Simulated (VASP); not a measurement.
# Li2S (Fm-3m) in VASP: notebook, part 2 of 3

VASP 6.6.1.

**3. Single point, BLYP (15.31 Å³/atom)**

This run uses another cell than the first one, of 15.31 Å³/atom.

File INCAR:

```
AGGAC = 1.0
AGGAX = 1.0
ALDAC = 0.0
ALDAX = 1.0
ALGO = Normal
EDIFF = 1E-6
ENCUT = 750
GGA = B5
GGA_COMPAT = False
ISIF = 2
ISMEAR = 0
LASPH = True
LCHARG = False
LREAL = False
LWAVE = False
NBANDS = 13
NELM = 120
PREC = Accurate
SIGMA = 0.05
```

File KPOINTS:

```
k-points
0
Gamma
  8 8 8
```

File POSCAR:

```
Li2S
1.0
    0.0000000000      2.8424450950      2.8424450950
    2.8424450950      0.0000000000      2.8424450950
    2.8424450950      2.8424450950      0.0000000000
Li S
2 1
Direct
    0.2500000000      0.2500000000      0.2500000000
    0.7500000000      0.7500000000      0.7500000000
    0.0000000000      0.0000000000      0.0000000000
```

Potentials or basis: VASP PAW PBE potentials, release 64 (Li_sv, S).

Command:

```
$ cat potpaw_PBE.64/Li_sv/POTCAR potpaw_PBE.64/S/POTCAR > POTCAR
$ mpirun -np 1 vasp_std > vasp.out
```

OUTCAR:

```text
EDIFF = 1E-6
   ENCUT = 750
   GGA = B5
   ISIF = 2
   ISMEAR = 0
   LASPH = True
   LREAL = False
   NELM = 120
   PREC = Accurate

 ion  position               nearest neighbor table
   1  0.250  0.250  0.250-   3 2.46   3 2.46   3 2.46   3 2.46
   2  0.750  0.750  0.750-   3 2.46   3 2.46   3 2.46   3 2.46
   3  0.000  0.000  0.000-   2 2.46   2 2.46   2 2.46   1 2.46   1 2.46   1 2.46   2 2.46   1 2.46

  LATTYP: Found a face centered cubic cell.
 ALAT       =     5.6848901900

  Lattice vectors:

 A1 = (   0.0000000000,   2.8424450950,   2.8424450950)
 A2 = (   2.8424450950,   0.0000000000,   2.8424450950)
 A3 = (   2.8424450950,   2.8424450950,   0.0000000000)

Analysis of symmetry for initial positions (statically):
=====================================================================
 Subroutine PRICEL returns:
 Original cell was already a primitive cell.

 Routine SETGRP: Setting up the symmetry group for a
 face centered cubic supercell.

 Subroutine GETGRP returns: Found 48 space group operations
 (whereof 48 operations were pure point group operations)
 out of a pool of 48 trial point group operations.

The static configuration has the point symmetry O_h .

Analysis of symmetry for dynamics (positions and initial velocities):
=====================================================================
 Subroutine PRICEL returns:
 Original cell was already a primitive cell.

 Routine SETGRP: Setting up the symmetry group for a
 face centered cubic supercell.

 Subroutine GETGRP returns: Found 48 space group operations
 (whereof 48 operations were pure point group operations)
 out of a pool of 48 trial point group operations.

The dynamic configuration has the point symmetry O_h .

 Subroutine INISYM returns: Found 48 space group operations
 (whereof 48 operations are pure point group operations),
 and found     1 'primitive' translations

[... 124 lines left out ...]
   IVDW    =     0    specifies the selected vdW correction
   LEPSILON=     F    determine dielectric tensor
   LRPA    =     F    only Hartree local field effects (RPA)
 non-spin polarized calculation
 Gauss-broadening in eV      SIGMA  =   0.05
  energy-cutoff  :      750.00
  volume of cell :       45.93
 maximum number of plane-waves:      2164
   NGX = 17   NGY = 17   NGZ = 17

 number of electron      11.9999997 magnetization

 Free energy of the ion-electron system (eV)
  ---------------------------------------------------
  ext. energy  EPLUGINS =         0.00000000
  ---------------------------------------------------
  free energy    TOTEN  =       -11.29887100 eV

  energy without entropy =      -11.29887100  energy(sigma->0) =      -11.29887100

 E-fermi :   2.2274     XC(G=0):  -8.0289

 val. band max:        1.8768727755   @ k =   0.0000   0.0000   0.0000
 cond. band min:       5.5071727720   @ k =   0.5000   0.5000   0.0000
 fundamental gap:      3.6302999965
 Fermi energy:         2.2274201206

 k-point     1 :       0.0000    0.0000    0.0000
  band No.  band energies     occupation
      1     -42.9562      2.00000
      2     -42.9148      2.00000
      3      -9.1376      2.00000
      4       1.8769      2.00000
      5       1.8769      2.00000
      6       1.8769      2.00000
      7       6.4257      0.00000
      8       8.1652      0.00000
      9       8.1652      0.00000
     10       8.1652      0.00000
     11      13.1508      0.00000
     12      13.1508      0.00000
     13      14.4820      0.00000
[... 354 lines left out ...]
  band No.  band energies     occupation
      1     -42.9346      2.00000
      2     -42.9346      2.00000
      3      -8.6438      2.00000
      4      -0.6527      2.00000
      5       0.6487      2.00000
      6       0.9815      2.00000
      7       7.9435      0.00000
      8       8.6482      0.00000
      9      10.3355      0.00000
     10      11.0304      0.00000
     11      12.3013      0.00000
     12      13.6726      0.00000
     13      15.2845      0.00000

 [... further k-points ...]

------------------------ aborting loop because EDIFF is reached ----------------------------------------

  FORCE on cell =-STRESS in cart. coord.  units (eV):
  Direction    XX          YY          ZZ          XY          YZ          ZX
  --------------------------------------------------------------------------------------
  -------------------------------------------------------------------------------------
  Total        0.4769056      0.4769056      0.4769056     -0.0000000     -0.0000000      0.0000000
  in kB       16.6355339     16.6355339     16.6355339     -0.0000000     -0.0000000      0.0000000
  external PRESSURE =      16.6355339 kB  Pullay stress =       0.0000000 kB

 VOLUME and BASIS-vectors are now :
 -----------------------------------------------------------------------------
  energy-cutoff  :      750.00
  volume of cell :       45.93
      direct lattice vectors                 reciprocal lattice vectors
     0.000000000  2.842445095  2.842445095    -0.175904893  0.175904893  0.175904893
     2.842445095  0.000000000  2.842445095     0.175904893 -0.175904893  0.175904893
     2.842445095  2.842445095  0.000000000     0.175904893  0.175904893 -0.175904893

 POSITION                                       TOTAL-FORCE (eV/Angst)
 -----------------------------------------------------------------------------------
      1.42122      1.42122      1.42122         0.000000      0.000000      0.000000
      4.26367      4.26367      4.26367        -0.000000     -0.000000     -0.000000
      0.00000      0.00000      0.00000         0.000000      0.000000     -0.000000
 -----------------------------------------------------------------------------------
    total drift:                                0.000000      0.000000      0.000000

  FREE ENERGIE OF THE ION-ELECTRON SYSTEM (eV)
  ---------------------------------------------------
  free  energy   TOTEN  =       -11.2988709987 eV

  energy  without entropy=      -11.2988709987  energy(sigma->0) =      -11.29887100
```

OSZICAR:

```text
N       E                     dE             d eps       ncg     rms          rms(c)
DAV:   1     0.559948116666E+02    0.55995E+02   -0.65426E+03   754   0.116E+03
DAV:   2    -0.383531705106E+01   -0.59830E+02   -0.56723E+02   956   0.231E+02
DAV:   3    -0.114988515736E+02   -0.76635E+01   -0.76157E+01  1427   0.530E+01
DAV:   4    -0.117064224702E+02   -0.20757E+00   -0.20750E+00  1035   0.118E+01
DAV:   5    -0.117119213126E+02   -0.54988E-02   -0.54986E-02  1205   0.150E+00    0.362E+00
DAV:   6    -0.113061176875E+02    0.40580E+00   -0.74109E-01   903   0.341E+00    0.281E+00
DAV:   7    -0.112884611247E+02    0.17657E-01   -0.17551E-01  1068   0.188E+00    0.221E+00
DAV:   8    -0.113001802276E+02   -0.11719E-01   -0.37626E-02   946   0.114E+00    0.117E+00
DAV:   9    -0.112986720376E+02    0.15082E-02   -0.35032E-03  1016   0.320E-01    0.313E-01
DAV:  10    -0.112988720410E+02   -0.20000E-03   -0.69267E-04   919   0.157E-01    0.160E-01
DAV:  11    -0.112988703047E+02    0.17363E-05   -0.40413E-05  1099   0.513E-02    0.755E-02
DAV:  12    -0.112988709987E+02   -0.69399E-06   -0.87496E-06   952   0.187E-02
   1 F= -.11298871E+02 E0= -.11298871E+02  d E =-.743289E-25
```

stdout:

```text
POSCAR found type information on POSCAR LiS
 POSCAR found :  2 types and       3 ions
 scaLAPACK will be used
 -----------------------------------------------------------------------------
|                                                                             |
|                                                                             |
|     You enforced a specific xc type in the INCAR file but a different       |
|     I HOPE YOU KNOW WHAT YOU ARE DOING!                                     |
|                                                                             |
 -----------------------------------------------------------------------------

 LDA part: xc-table for (Slater(with rela. corr.)+VWN5), standard interpolation
 POSCAR, INCAR and KPOINTS ok, starting setup
 FFT: planning ... GRIDC
 FFT: planning ... GRID_SOFT
 FFT: planning ... GRID
 WAVECAR not read
 entering main loop
```

It took 63 s on 1 thread of AMD EPYC 7R13, shared host; peak memory 0.17 GiB.

Results:

| Item | Value |
| --- | --- |
| Free energy | -11.2989 eV |
| Pressure | 1.7 GPa |
| Band gap on the k mesh | 3.63 eV (least direct gap 4.55 eV) |

Caveat: the PAW data sets were made with another functional, which shifts forces and pressure a little.

(Part 2 of 3 ends here.)
